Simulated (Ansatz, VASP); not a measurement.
## Two plane-wave programs on Fe

File POSCAR:

```
Fe
1.0
   -1.4474429843      1.4474429843      1.4474429843
    1.4474429843     -1.4474429843      1.4474429843
    1.4474429843      1.4474429843     -1.4474429843
Fe
1
Direct
    0.0000000000      0.0000000000      0.0000000000
```

The input INCAR.step1:

```
SYSTEM = Fe
PREC     = Accurate       ! precision mode
ENCUT    = 520            ! plane-wave cutoff, eV
ISMEAR   = 0              ! smearing method
SIGMA    = 0.1            ! smearing width, eV
LREAL    = .False.        ! projectors in reciprocal space
LASPH    = .True.         ! aspherical terms in the spheres
NELM     = 150            ! most SCF steps
ISPIN    = 2              ! spin polarisation
MAGMOM   = 3.09           ! initial moments
LMAXMIX  = 4              ! l up to which the mixer works
NBANDS   = 14             ! bands
GGA      = PE             ! functional
ALGO     = Normal         ! electronic algorithm
EDIFF    = 1E-4           ! SCF threshold, eV
LWAVE    = .True.         ! write WAVECAR
LCHARG   = .False.        ! write CHGCAR
```

INCAR.step2

```
SYSTEM = Fe
PREC     = Accurate       ! precision mode
ENCUT    = 520            ! plane-wave cutoff, eV
EDIFF    = 1E-7           ! SCF threshold, eV
ISMEAR   = 0              ! smearing method
SIGMA    = 0.1            ! smearing width, eV
LREAL    = .False.        ! projectors in reciprocal space
LASPH    = .True.         ! aspherical terms in the spheres
NELM     = 150            ! most SCF steps
ALGO     = Normal         ! electronic algorithm
ISIF     = 2              ! what is computed and relaxed
LWAVE    = .False.        ! write WAVECAR
LCHARG   = .False.        ! write CHGCAR
ISPIN    = 2              ! spin polarisation
MAGMOM   = 3.09           ! initial moments
LORBIT   = 11             ! projections on sites
LMAXMIX  = 4              ! l up to which the mixer works
METAGGA  = R2SCAN         ! meta-GGA
LMIXTAU  = .True.       
NBANDS   = 14             ! bands
ISTART   = 1
```

The input KPOINTS:

```
Automatic mesh
0
Gamma
  20 20 20
  0 0 0
```

Input for Ansatz:

```yaml
crystal:
  lattice:
    - [-1.4474429843, 1.4474429843, 1.4474429843]
    - [1.4474429843, -1.4474429843, 1.4474429843]
    - [1.4474429843, 1.4474429843, -1.4474429843]
  atoms:
    - { symbol: Fe, position: [0.0, 0.0, 0.0], spin: 3.09 }
basis:
  ecutwfc: 500
kpoints:
  mp_grid: { grid: [20, 20, 20] }
hamiltonian:
  xc: r2scan
scf:
  occupations: { method: gaussian, width: 0.1 }
output:
  forces: true
  stress: true
  eigenvalues: true
  populations: true
magnetization:
  spin_polarized: true
```

Alike in both runs: task single point; functional r2SCAN; k mesh 20 × 20 × 20; occupations gaussian, width 0.1 eV; collinear spin.

|  | VASP | Ansatz |
| --- | --- | --- |
| version | VASP 6.6.1 | Ansatz 0.2.0 |
| potentials or method | VASP PAW PBE potentials, release 64 (Fe), cutoff 520 eV | scalar-relativistic, plane waves, PAW |
| valence electrons in the cell | 8 | 16 |

Ansatz gave:

- gap on the k mesh at the Fermi level (eV): none
- pressure (GPa): -5.4
- net moment per atom (μB): 2.67
- size of the moment on the site where the two differ most (μB): 2.83

Which values does VASP return?

gap on the k mesh at the Fermi level (eV): none; pressure (GPa): -5.8; net moment per atom (μB): 2.66; size of the moment on the site where the two differ most (μB): 2.74.

VASP's potentials were made for PBE, not for r2SCAN. Site moments also hang on the region over which each program counts them. A gap of «none» marks a metal or a gap that the smearing closes. The functional is the same, so the differences come from potentials, cutoffs and numerics. VASP's potentials hold 8 valence electrons a cell and Ansatz's 16, so a difference there can come from the potentials and not from the codes. Ansatz's warnings: stability check not made.
